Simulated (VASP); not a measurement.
# LiCl (Fm-3m) in VASP: notebook, part 2 of 2

VASP 6.6.1.

### Step 3. Single point, PBE

This run uses another cell than the first one, of 16.70 Å³/atom, 1.059 times its volume.

INCAR

```
ALGO     = Normal         # electronic algorithm
EDIFF    = 1E-7           # SCF threshold, eV
ENCUT    = 520            # plane-wave cutoff, eV
GGA      = PE             # functional
ISIF     = 2              # what is computed and relaxed
ISMEAR   = 0              # smearing method
LASPH    = True           # aspherical terms in the spheres
LCHARG   = True           # write CHGCAR
LELF     = True           # ELF
LREAL    = False          # projectors in reciprocal space
LVHAR    = True         
LWAVE    = False          # write WAVECAR
NBANDS   = 12             # bands
NELM     = 60             # most SCF steps
PREC     = Accurate       # precision mode
SIGMA    = 0.01           # smearing width, eV
```

KPOINTS

```
k-points
0
Gamma
  6 6 6
```

POSCAR

```
LiCl
1.0
    0.0000000000      2.5560252063      2.5560252063
    2.5560252063      0.0000000000      2.5560252063
    2.5560252063      2.5560252063      0.0000000000
Li Cl
1 1
Direct
    0.0000000000      0.0000000000      0.0000000000
    0.5000000000      0.5000000000      0.5000000000
```

Potentials or basis: VASP PAW PBE potentials, release 64 (Li_sv, Cl).

Command:

```
$ cat potpaw_PBE.64/Li_sv/POTCAR potpaw_PBE.64/Cl/POTCAR > POTCAR
$ mpirun -np 1 vasp_std > vasp.out
```

Run time: 9.4 s. Hardware: 1 thread of AMD EPYC 7R43 (Zen 3), shared host; peak memory 0.1 GiB.

The run converged. Its results:

```yaml
Free_energy: -7.3845 eV
Band_gap_on_the_k_mesh: 6.40 eV, direct
```

Levels at points of the mesh, in eV from the valence-band top:
```csv
k point,band 1,band 2,band 3,band 4,band 5,band 6,band 7,band 8,band 9,band 10
"(0.00, 0.00, 0.00)",-43.50,-13.43,0.00,0.00,0.00,6.40,11.95,11.95,11.95,14.59
"(0.50, 0.00, 0.00)",-43.50,-12.85,-2.85,-0.26,-0.26,6.77,9.51,9.51,13.08,16.98
"(0.50, 0.50, 0.00)",-43.50,-12.60,-2.94,-1.12,-1.12,7.91,8.28,12.53,14.20,14.20
```

Caveat: the cutoff is under 1.25 times the usual one of these potentials, so pressure, stress and relaxed cells hold a basis-set (Pulay) error. A hybrid or GW would open this gap; PBE tends to underestimate it.

### Step 4. Single point, PBE (strain -1.9%)

INCAR

```
SYSTEM = LiCl
PREC     = Accurate       ! precision mode
ENCUT    = 520            ! plane-wave cutoff, eV
EDIFF    = 1E-6           ! SCF threshold, eV
ISMEAR   = -1             ! smearing method
SIGMA    = 0.02           ! smearing width, eV
LREAL    = .False.        ! projectors in reciprocal space
LASPH    = .True.         ! aspherical terms in the spheres
NELM     = 60             ! most SCF steps
ALGO     = Normal         ! electronic algorithm
ISIF     = 2              ! what is computed and relaxed
LWAVE    = .False.        ! write WAVECAR
LCHARG   = .False.        ! write CHGCAR
GGA      = PE             ! functional
NBANDS   = 12             ! bands
```

KPOINTS

```
Automatic mesh
0
Gamma
  8 8 8
  0 0 0
```

POSCAR

```
LiCl
1.0
    0.0000000000      2.5079719324      2.5079719324
    2.5079719324      0.0000000000      2.5079719324
    2.5079719324      2.5079719324      0.0000000000
Li Cl
1 1
Direct
    0.0000000000      0.0000000000      0.0000000000
    0.5000000000      0.5000000000      0.5000000000
```

Potentials or basis: VASP PAW PBE potentials, release 64 (Li_sv, Cl).

Command:

```
$ cat potpaw_PBE.64/Li_sv/POTCAR potpaw_PBE.64/Cl/POTCAR > POTCAR
$ mpirun -np 1 vasp_std > vasp.out
```

OUTCAR:

```text
SYSTEM = LiCl
   PREC = Accurate
   ENCUT = 520
   EDIFF = 1E-6
   ISMEAR = -1
   LREAL = .False.
   LASPH = .True.
   NELM = 60
   ISIF = 2
   GGA = PE

 ion  position               nearest neighbor table
   1  0.000  0.000  0.000-   2 2.51   2 2.51   2 2.51   2 2.51   2 2.51   2 2.51
   2  0.500  0.500  0.500-   1 2.51   1 2.51   1 2.51   1 2.51   1 2.51   1 2.51

  LATTYP: Found a face centered cubic cell.
 ALAT       =     5.0159438648

  Lattice vectors:

[... 539 lines left out ...]
      6       9.4611      0.00000
      7      10.5349      0.00000
      8      11.8086      0.00000
      9      13.3072      0.00000
     10      16.9609      0.00000
     11      17.7045      0.00000
     12      19.7235      0.00000

 [... further k-points ...]
[... 5 lines left out ...]
  --------------------------------------------------------------------------------------
  -------------------------------------------------------------------------------------
  Total        0.5659952      0.5659952      0.5659952     -0.0000000     -0.0000000     -0.0000000
  in kB       28.7425497     28.7425497     28.7425497     -0.0000000     -0.0000000     -0.0000000
  external PRESSURE =      28.7425497 kB  Pullay stress =       0.0000000 kB

 VOLUME and BASIS-vectors are now :
 -----------------------------------------------------------------------------
  energy-cutoff  :      520.00
  volume of cell :       31.55
      direct lattice vectors                 reciprocal lattice vectors
     0.000000000  2.507971932  2.507971932    -0.199364273  0.199364273  0.199364273
     2.507971932  0.000000000  2.507971932     0.199364273 -0.199364273  0.199364273
     2.507971932  2.507971932  0.000000000     0.199364273  0.199364273 -0.199364273

 POSITION                                       TOTAL-FORCE (eV/Angst)
 -----------------------------------------------------------------------------------
      0.00000      0.00000      0.00000        -0.000000      0.000000      0.000000
      2.50797      2.50797      2.50797         0.000000     -0.000000     -0.000000
 -----------------------------------------------------------------------------------
    total drift:                                0.000000      0.000000      0.000000

  FREE ENERGIE OF THE ION-ELECTRON SYSTEM (eV)
  ---------------------------------------------------
  free  energy   TOTEN  =        -7.3638464689 eV

  energy  without entropy=       -7.3638464689  energy(sigma->0) =       -7.36384647
```

OSZICAR:

```text
N       E                     dE             d eps       ncg     rms          rms(c)
DAV:   1     0.385248939351E+02    0.38525E+02   -0.41242E+03   696   0.770E+02
DAV:   2    -0.513924002657E+01   -0.43664E+02   -0.42078E+02   876   0.145E+02
DAV:   3    -0.736017276994E+01   -0.22209E+01   -0.22141E+01   916   0.332E+01
DAV:   4    -0.742287840633E+01   -0.62706E-01   -0.62691E-01   960   0.563E+00
DAV:   5    -0.742353475279E+01   -0.65635E-03   -0.65634E-03   940   0.512E-01    0.248E+00
DAV:   6    -0.735906692133E+01    0.64468E-01   -0.13253E-01   876   0.174E+00    0.177E+00
DAV:   7    -0.736026761147E+01   -0.12007E-02   -0.46866E-02  1064   0.116E+00    0.941E-01
DAV:   8    -0.736384285900E+01   -0.35752E-02   -0.56584E-03   836   0.519E-01    0.155E-01
DAV:   9    -0.736380181677E+01    0.41042E-04   -0.16116E-04   880   0.877E-02    0.482E-02
DAV:  10    -0.736384122935E+01   -0.39413E-04   -0.91920E-05   816   0.651E-02    0.480E-02
DAV:  11    -0.736384580520E+01   -0.45758E-05   -0.11198E-05   880   0.212E-02    0.242E-03
DAV:  12    -0.736384646889E+01   -0.66369E-06   -0.34760E-07   628   0.459E-03
   1 F= -.73638465E+01 E0= -.73638465E+01  d E =-.110200E-11
```

stdout:

```text
POSCAR found type information on POSCAR LiCl
 POSCAR found :  2 types and       2 ions
 scaLAPACK will be used
 LDA part: xc-table for (Slater+PW92), standard interpolation
 POSCAR, INCAR and KPOINTS ok, starting setup
 FFT: planning ... GRIDC
 FFT: planning ... GRID_SOFT
 FFT: planning ... GRID
 WAVECAR not read
 entering main loop
```

Wall time 11 s (1 thread of AMD EPYC 7R43 (Zen 3), shared host); peak memory 0.11 GiB.

What came out:

```
Free energy            : -7.3638 eV
Band gap on the k mesh : 6.75 eV, direct
```

Caveat: the cell differs from its parent crystal (strain -1.9%); the cutoff is under 1.25 times the usual one of these potentials, so pressure, stress and relaxed cells hold a basis-set (Pulay) error.

### Step 5. The runs side by side

```tsv
cell	k mesh	smearing	gap on the mesh (eV)
a = 3.547 Å, angles 60.0°, 2 atoms	6 × 6 × 6	gaussian 0.01 eV	6.75
a = 3.615 Å, angles 60.0°, 2 atoms	6 × 6 × 6	gaussian 0.01 eV	6.40
a = 3.547 Å, angles 60.0°, 2 atoms	8 × 8 × 8	fermi-dirac 0.02 eV	6.75
```

Alike in all rows: task single point; level PBE; potentials or basis VASP PAW PBE potentials, release 64 (Li_sv, Cl); no spin polarisation; cutoff (eV) 520.

Caveats: the cutoff is under 1.25 times the usual one of these potentials, so pressure, stress and relaxed cells hold a basis-set (Pulay) error.

Total energies depend on the potentials used, so only differences within one code and one set of settings carry meaning.
